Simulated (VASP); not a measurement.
Input of a VASP 6.6.1 run:

INCAR

```
PREC     = Accurate       # precision mode
ENCUT    = 1340           # plane-wave cutoff, eV
EDIFF    = 1E-6           # SCF threshold, eV
ISMEAR   = 0              # smearing method
SIGMA    = 0.02           # smearing width, eV
LREAL    = False          # projectors in reciprocal space
LASPH    = True           # aspherical terms in the spheres
NELM     = 120            # most SCF steps
ALGO     = Normal         # electronic algorithm
ISIF     = 2              # what is computed and relaxed
LWAVE    = False          # write WAVECAR
LCHARG   = False          # write CHGCAR
GGA      = PE             # functional
NBANDS   = 44             # bands
GGA_COMPAT= False
```

Contents of KPOINTS:

```
regular mesh
0
Gamma
  4 4 4
```

Contents of POSCAR:

```
CO2
1.0
    6.0504806797      0.0000000000      0.0000000000
    0.0000000000      6.0504806797      0.0000000000
    0.0000000000      0.0000000000      6.0504806797
C O
4 8
Direct
    0.0000000000      0.0000000000      0.0000000000
    0.5000000000      0.0000000000      0.5000000000
    0.5000000000      0.5000000000      0.0000000000
    0.0000000000      0.5000000000      0.5000000000
    0.1116225121      0.1116225121      0.1116225121
    0.3883774879      0.8883774879      0.6116225121
    0.6116225121      0.3883774879      0.8883774879
    0.8883774879      0.6116225121      0.3883774879
    0.8883774879      0.8883774879      0.8883774879
    0.6116225121      0.1116225121      0.3883774879
    0.3883774879      0.6116225121      0.1116225121
    0.1116225121      0.3883774879      0.6116225121
```

Potentials or basis: VASP PAW PBE potentials, release 64 (C_h, O_h).

The run is started by

```sh
$ cat potpaw_PBE.64/C_h/POTCAR potpaw_PBE.64/O_h/POTCAR > POTCAR
$ mpirun -np 1 vasp_std > vasp.out
```

Question: What does it give for the pressure?

Answer: -0.2 GPa.

Question: Predict the band gap on the k mesh.

Answer: 6.64 eV.

Caveat: this functional lacks dispersion, which holds the molecules together, so the pressure and a relaxed volume are unreliable. A k mesh can miss the band edges.
